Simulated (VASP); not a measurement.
# TaN (Fmm2) in VASP: further runs

TaN is run at these levels: LDA; tasks: single point.

Program: VASP 6.6.1. These are calculated values, not measurements. Logs are shortened: lines on timing, memory, paths and dates and some standing lists are left out, and cuts for length are marked.

## Step 1: The cell of the first run

Symmetry: Fmm2, No. 42, orthorhombic system. The conventional cell has a = 4.349 Å, b = 4.406 Å, c = 4.406 Å, α = 90.00°, β = 90.00°, γ = 90.00°. Ta (site symmetry mm2) has 6 N at 2.07 to 2.34 Å within 2.7 Å. Within 2.7 Å of N (site symmetry mm2) lie 6 Ta at 2.07 to 2.34 Å.

## Step 2: Single point, LDA (atoms displaced along a vibrational mode, the cell strained)

INCAR reads:

```
SYSTEM = TaN
PREC = Accurate
ENCUT = 700
EDIFF = 1E-6
ISMEAR = 0
SIGMA = 0.15
LREAL = .FALSE.
LASPH = .TRUE.
NELM = 120
ALGO = Normal
ISIF = 2
LWAVE = .FALSE.
LCHARG = .FALSE.
GGA = CA
NBANDS = 16
GGA_COMPAT = .FALSE.
```

KPOINTS reads:

```
regular mesh
0
G
  18 18 18
  0 0 0
```

POSCAR reads:

```
TaN
1.0
    0.0000000000      2.2031871567      2.1742693740
    2.2031871567      0.0000000000      2.1742693740
    2.2031871567      2.2031871567      0.0000000000
Ta N
1 1
Direct
    0.4978193580      0.5021806420      0.5021806420
    0.0281703825     -0.0281703825     -0.0281703825
```

Potentials or basis: VASP PAW LDA potentials, release 64 (Ta_sv_GW, N).

On the command line:

```bash
$ cat potpaw_LDA.64/Ta_sv_GW/POTCAR potpaw_LDA.64/N/POTCAR > POTCAR
$ mpirun -np 1 vasp_std > vasp.out
```

OUTCAR:

```text
SYSTEM = TaN
   PREC = Accurate
   ENCUT = 700
   EDIFF = 1E-6
   ISMEAR = 0
   LREAL = .FALSE.
   LASPH = .TRUE.
   NELM = 120
   ISIF = 2
   GGA = CA

 ion  position               nearest neighbor table
   1  0.498  0.502  0.502-   2 2.07   2 2.18   2 2.18   2 2.21   2 2.21   2 2.34
   2  0.028  0.972  0.972-   1 2.07   1 2.18   1 2.18   1 2.21   1 2.21   1 2.34

  LATTYP: Found a body centered tetragonal cell.
 ALAT       =     3.1157771575
 C/A-ratio  =     1.3956513988

  Lattice vectors:

 A1 = (   0.0000000000,  -2.2031871567,  -2.1742693740)
 A2 = (   0.0000000000,   2.2031871567,  -2.1742693740)
 A3 = (   2.2031871567,   0.0000000000,   2.1742693740)

Analysis of symmetry for initial positions (statically):
=====================================================================
 Subroutine PRICEL returns:
 Original cell was already a primitive cell.

 Routine SETGRP: Setting up the symmetry group for a
 body centered tetragonal supercell.

 Subroutine GETGRP returns: Found  4 space group operations
 (whereof  4 operations were pure point group operations)
 out of a pool of 16 trial point group operations.

The static configuration has the point symmetry C_2v.

Analysis of symmetry for dynamics (positions and initial velocities):
=====================================================================
 Subroutine PRICEL returns:
 Original cell was already a primitive cell.

 Routine SETGRP: Setting up the symmetry group for a
 body centered tetragonal supercell.

 Subroutine GETGRP returns: Found  4 space group operations
 (whereof  4 operations were pure point group operations)
 out of a pool of 16 trial point group operations.

The dynamic configuration has the point symmetry C_2v.

 Subroutine INISYM returns: Found  4 space group operations
 (whereof  4 operations are pure point group operations),
 and found     1 'primitive' translations

----------------------------------------------------------------------------------------

                                     Primitive cell

  volume of cell :      21.1080

  direct lattice vectors                    reciprocal lattice vectors
     0.000000000  2.203187157  2.174269374    -0.226943952  0.226943952  0.229962306
     2.203187157  0.000000000  2.174269374     0.226943952 -0.226943952  0.229962306
     2.203187157  2.203187157  0.000000000     0.226943952  0.226943952 -0.229962306

  length of vectors
     3.095396737  3.095396737  3.115777157     0.394828794  0.394828794  0.394828794

  position of ions in fractional coordinates (direct lattice)
     0.497819358  0.502180642  0.502180642
     0.028170383  0.971829617  0.971829617

  ion indices of the primitive-cell ions
   primitive index   ion index
                 1           1
                 2           2

----------------------------------------------------------------------------------------

 KPOINTS: regular mesh

Automatic generation of k-mesh.
 Grid dimensions read from file:
 generate k-points for:   18   18   18

 Generating k-lattice:

  Cartesian coordinates                     Fractional coordinates (reciprocal lattice)
    -0.012607997  0.012607997  0.012775684     0.055555556  0.000000000  0.000000000
     0.012607997 -0.012607997  0.012775684     0.000000000  0.055555556  0.000000000
     0.012607997  0.012607997 -0.012775684     0.000000000  0.000000000  0.055555556

  Length of vectors
     0.021934933  0.021934933  0.021934933

  Shift w.r.t. Gamma in fractional coordinates (k-lattice)
     0.000000000  0.000000000  0.000000000

 Subroutine IBZKPT returns following result:
 ===========================================

 Found    865 irreducible k-points:

 Following reciprocal coordinates:
            Coordinates               Weight
  0.000000  0.000000  0.000000      1.000000
  0.055556  0.000000  0.000000      8.000000
  0.111111  0.000000  0.000000      8.000000
  0.166667  0.000000  0.000000      8.000000
  0.222222 -0.000000  0.000000      8.000000
  0.277778  0.000000  0.000000      8.000000
[... 16 lines left out ...]
 -0.277778  0.055556  0.000000      8.000000
 -0.222222  0.055556  0.000000      8.000000
 [... further k-points ...]
   k-points           NKPTS =    865   k-points in BZ     NKDIM =    865   number of bands    NBANDS=     16
   number of dos      NEDOS =    301   number of ions     NIONS =      2
   total plane-waves  NPLWV =  21952
   dimension x,y,z NGX =    28 NGY =   28 NGZ =   28
   dimension x,y,z NGXF=    56 NGYF=   56 NGZF=   56
   ions per type =               1   1
   NGX,Y,Z   is equivalent  to a cutoff of  15.04, 15.04, 14.94 a.u.
   NGXF,Y,Z  is equivalent  to a cutoff of  30.08, 30.08, 29.88 a.u.
 SYSTEM =  TaN
   PREC   = accura    normal or accurate (medium, high low for compatibility)
   ISTART =      0    job   : 0-new  1-cont  2-samecut
   ICHARG =      2    charge: 1-file 2-atom 10-const
   ISPIN  =      1    spin polarized calculation?
   LNONCOLLINEAR =      F non collinear calculations
   LSORBIT =      F    spin-orbit coupling
   LASPH  =      T    aspherical Exc in radial PAW
   ENCUT  =  700.0 eV  51.45 Ry    7.17 a.u.   6.68  6.68  6.72*2*pi/ulx,y,z
   NELM   =    120;   NELMIN=  2; NELMDL= -5     # of ELM steps
   EDIFF  = 0.1E-05   stopping-criterion for ELM
   LREAL  =      F    real-space projection
[... 7 lines left out ...]
   TEBEG  =    0.0;   TEEND  =   0.0 temperature during run
   PSTRESS=    0.0 pullay stress
   NELECT =      18.0000    total number of electrons
   NUPDOWN=      -1.0000    fix difference up-down
   EMIN   =  10.00;   EMAX   =-10.00  energy-range for DOS
   EFERMI =   0.00;   METHOD = LEGACY
   ISMEAR =     0;   SIGMA  =   0.15  broadening in eV -4-tet -1-fermi 0-gaus
   EFERMI_NEDOS =   21; number of points for ismear=-14 and -15
   IALGO  =     38    algorithm
   IMIX   =      4    mixing-type and parameters
     AMIX     =   0.40;   BMIX     =  1.00
     AMIX_MAG =   1.60;   BMIX_MAG =  1.00
  volume/ion in A,a.u.               =      10.55        71.22
  Fermi-wavevector in a.u.,A,eV,Ry     =   1.552448  2.933701 32.791315  2.410094
  Thomas-Fermi vector in A             =   2.656821
   LORBIT       =      0    0 simple, 1 ext, 2 COOP (PROOUT), +10 PAW based schemes
   GGA     = CA    functional components
   LHFCALC =     F    Hartree Fock is set to
   AEXX    =    0.0000 exact exchange contribution
   IVDW    =     0    specifies the selected vdW correction
   LEPSILON=     F    determine dielectric tensor
   LRPA    =     F    only Hartree local field effects (RPA)
 non-spin polarized calculation
 Gauss-broadening in eV      SIGMA  =   0.15
  energy-cutoff  :      700.00
  volume of cell :       21.11
 maximum number of plane-waves:       908
   NGX = 13   NGY = 13   NGZ = 13

 number of electron      18.0000001 magnetization

 Free energy of the ion-electron system (eV)
  ---------------------------------------------------
  ext. energy  EPLUGINS =         0.00000000
  ---------------------------------------------------
  free energy    TOTEN  =       -26.59352225 eV

  energy without entropy =      -26.58448392  energy(sigma->0) =      -26.58900308

 E-fermi :  13.5588     XC(G=0): -14.0966

 val. band max:       13.5573537264   @ k =   0.3889   0.2222  -0.3333
 cond. band min:      13.5606930590   @ k =   0.0000  -0.0556  -0.2778
 fundamental gap:      0.0033393327
 Fermi energy:        13.5588195480

 k-point     1 :       0.0000    0.0000    0.0000
  band No.  band energies     occupation
      1     -55.4769      2.00000
      2     -21.9202      2.00000
      3     -21.9025      2.00000
      4     -21.8970      2.00000
      5      -5.0510      2.00000
      6       9.3741      2.00000
[... 8 lines left out ...]
     15      22.8067      0.00000
     16      37.2640      0.00000

 k-point     2 :       0.0556    0.0000    0.0000
  band No.  band energies     occupation
      1     -55.4751      2.00000
      2     -21.9404      2.00000
      3     -21.9124      2.00000
      4     -21.9017      2.00000
      5      -4.9738      2.00000
      6       8.8594      2.00000
[... 8 lines left out ...]
     15      23.0399      0.00000
     16      36.3290      0.00000

 k-point     3 :       0.1111    0.0000    0.0000
  band No.  band energies     occupation
      1     -55.4699      2.00000
      2     -22.0214      2.00000
      3     -21.9233      2.00000
      4     -21.9092      2.00000
      5      -4.7490      2.00000
      6       8.0873      2.00000
[... 8 lines left out ...]
     15      23.6991      0.00000
     16      34.4436      0.00000

 k-point     4 :       0.1667    0.0000    0.0000
  band No.  band energies     occupation
      1     -55.4619      2.00000
      2     -22.1469      2.00000
      3     -21.9364      2.00000
      4     -21.9202      2.00000
      5      -4.3961      2.00000
      6       7.2042      2.00000
[... 8 lines left out ...]
     15      24.6526      0.00000
     16      32.5573      0.00000

 k-point     5 :       0.2222   -0.0000    0.0000
  band No.  band energies     occupation
      1     -55.4520      2.00000
      2     -22.2975      2.00000
      3     -21.9522      2.00000
      4     -21.9334      2.00000
      5      -3.9447      2.00000
      6       6.2844      2.00000
[... 8 lines left out ...]
     15      25.6018      0.00000
     16      31.1013      0.00000

 k-point     6 :       0.2778    0.0000    0.0000
  band No.  band energies     occupation
      1     -55.4414      2.00000
      2     -22.4535      2.00000
      3     -21.9688      2.00000
      4     -21.9473      2.00000
      5      -3.4329      2.00000
      6       5.3864      2.00000
[... 8 lines left out ...]
     15      25.9609      0.00000
     16      30.2337      0.00000
[... 267 lines left out ...]
 k-point    21 :      -0.3889    0.0556    0.0000
  band No.  band energies     occupation
      1     -55.4205      2.00000
      2     -22.7295      2.00000
      3     -22.0039      2.00000
      4     -21.9936      2.00000
      5      -2.3330      2.00000
      6       3.7584      2.00000
[... 8 lines left out ...]
     15      25.0630      0.00000
     16      26.7722      0.00000

 k-point    22 :      -0.3333    0.0556    0.0000
  band No.  band energies     occupation
      1     -55.4278      2.00000
      2     -22.6300      2.00000
      3     -21.9967      2.00000
      4     -21.9793      2.00000
      5      -2.7579      2.00000
      6       4.3429      2.00000
[... 8 lines left out ...]
     15      25.4070      0.00000
     16      27.8029      0.00000

 k-point    23 :      -0.2778    0.0556    0.0000
  band No.  band energies     occupation
      1     -55.4371      2.00000
      2     -22.4984      2.00000
      3     -21.9854      2.00000
      4     -21.9621      2.00000
      5      -3.2540      2.00000
      6       5.0811      2.00000
[... 8 lines left out ...]
     15      25.9167      0.00000
     16      28.8275      0.00000

 k-point    24 :      -0.2222    0.0556    0.0000
  band No.  band energies     occupation
      1     -55.4474      2.00000
      2     -22.3493      2.00000
      3     -21.9707      2.00000
      4     -21.9448      2.00000
      5      -3.7570      2.00000
      6       5.9127      2.00000
[... 8 lines left out ...]
     15      25.9363      0.00000
     16      29.7095      0.00000

 [... further k-points ...]
[... 5 lines left out ...]
  --------------------------------------------------------------------------------------
  -------------------------------------------------------------------------------------
  Total       -0.2883308     -1.4606889     -0.3681469      0.0000000      0.0000000      0.0000000
  in kB      -21.8854475   -110.8720736    -27.9438066      0.0000000      0.0000000      0.0000000
  external PRESSURE =     -53.5671092 kB  Pullay stress =       0.0000000 kB

 VOLUME and BASIS-vectors are now :
 -----------------------------------------------------------------------------
  energy-cutoff  :      700.00
  volume of cell :       21.11
      direct lattice vectors                 reciprocal lattice vectors
     0.000000000  2.203187157  2.174269374    -0.226943952  0.226943952  0.229962306
     2.203187157  0.000000000  2.174269374     0.226943952 -0.226943952  0.229962306
     2.203187157  2.203187157  0.000000000     0.226943952  0.226943952 -0.229962306

 POSITION                                       TOTAL-FORCE (eV/Angst)
 -----------------------------------------------------------------------------------
      2.21280      2.20319      2.17427        -1.072357      0.000000      0.000000
      4.28225      2.20319      2.17427         1.072357      0.000000      0.000000
 -----------------------------------------------------------------------------------
    total drift:                               -0.000023      0.000000      0.000000

  FREE ENERGIE OF THE ION-ELECTRON SYSTEM (eV)
  ---------------------------------------------------
  free  energy   TOTEN  =       -26.5935222497 eV

  energy  without entropy=      -26.5844839151  energy(sigma->0) =      -26.58900308
```

It took 2.7 min on 1 thread of Intel Xeon 6975P-C (Granite Rapids), shared host; peak memory 0.57 GiB.

What came out:

```
Free energy            : -26.5935 eV
Pressure               : -5.4 GPa
Largest force          : 1.072 eV/Å
Band gap on the k mesh : zero (bands 9 and 10 overlap by 3.58 eV)
```

Forces in eV/Å, atoms in the order of the input:
```
Ta  -1.072  0.000  0.000
N    1.072  0.000  0.000
```

Stress tensor (GPa, compression positive):
```
 -2.19   0.00   0.00
  0.00 -11.09   0.00
  0.00   0.00  -2.79
```

Caveat: the cell differs from its parent crystal (atoms displaced along a vibrational mode, the cell strained); the stress differs along the axes, from -11 to -2 GPa; spin-orbit coupling is left out, which moves the levels of the heavy elements; forces of over 1 eV/Å act on the atoms, so gaps and moduli don't describe the material at rest.

## Step 3: Single point, LDA (atoms displaced along a vibrational mode, the cell strained)

INCAR reads:

```
SYSTEM = TaN
  ALGO = Normal
  EDIFF = 1E-6
  ENCUT = 700
  GGA = CA
  GGA_COMPAT = .False.
  ISIF = 2
  ISMEAR = 0
  LASPH = .True.
  LCHARG = .False.
  LREAL = .False.
  LWAVE = .False.
  NBANDS = 16
  NELM = 120
  PREC = Accurate
  SIGMA = 0.15
```

KPOINTS reads:

```
k-points
0
Gamma
  18 18 18
  0 0 0
```

POSCAR reads:

```
TaN
1.0
    0.0000000000      2.2612401490      2.1742693740
    2.2612401490      0.0000000000      2.1742693740
    2.2612401490      2.2612401490      0.0000000000
Ta N
1 1
Direct
    0.4956387160      0.5043612840      0.5043612840
    0.0563407651     -0.0563407651     -0.0563407651
```

Potentials or basis: VASP PAW LDA potentials, release 64 (Ta_sv_GW, N).

On the command line:

```bash
$ cat potpaw_LDA.64/Ta_sv_GW/POTCAR potpaw_LDA.64/N/POTCAR > POTCAR
$ mpirun -np 1 vasp_std > vasp.out
```

Wall time 5.4 min (1 thread of AMD EPYC 7R13 (Zen 3), shared host); peak memory 0.56 GiB.

The run converged. Its results:

* Free energy: -26.3113 eV
* Pressure: -13.0 GPa
* Largest force: 1.943 eV/Å
* Band gap on the k mesh: zero (bands 9 and 10 overlap by 2.82 eV)

Forces on the atoms (eV/Å):
```
Ta  -1.943  0.000  0.000
N    1.943  0.000  0.000
```

Stress tensor (GPa, compression positive):
```
  0.01   0.00   0.00
  0.00 -28.21   0.00
  0.00   0.00 -10.65
```

Levels at points of the mesh, in eV from the Fermi level:
```csv
k point,band 6,band 7,band 8,band 9,band 10,band 11,band 12,band 13
"(0.00, 0.00, 0.00)",-4.74,-4.73,-4.52,-1.92,-0.45,-0.40,0.04,1.44
"(0.50, 0.00, 0.00)",-9.75,-7.08,-6.97,1.53,1.81,2.03,3.62,6.29
"(0.50, 0.50, 0.00)",-6.65,-6.11,-4.72,-2.61,2.55,3.43,3.49,3.86
"(0.50, 0.00, 0.50)",-6.62,-6.48,-4.70,-2.29,2.46,3.19,3.70,4.13
"(0.00, 0.50, 0.50)",-6.28,-4.96,-4.37,-4.25,2.06,3.14,3.18,3.63
```

Caveat: the cell differs from its parent crystal (atoms displaced along a vibrational mode, the cell strained); the stress differs along the axes, from -28 to 0 GPa; spin-orbit coupling is left out, which moves the levels of the heavy elements; forces of over 1 eV/Å act on the atoms, so gaps and moduli don't describe the material at rest.
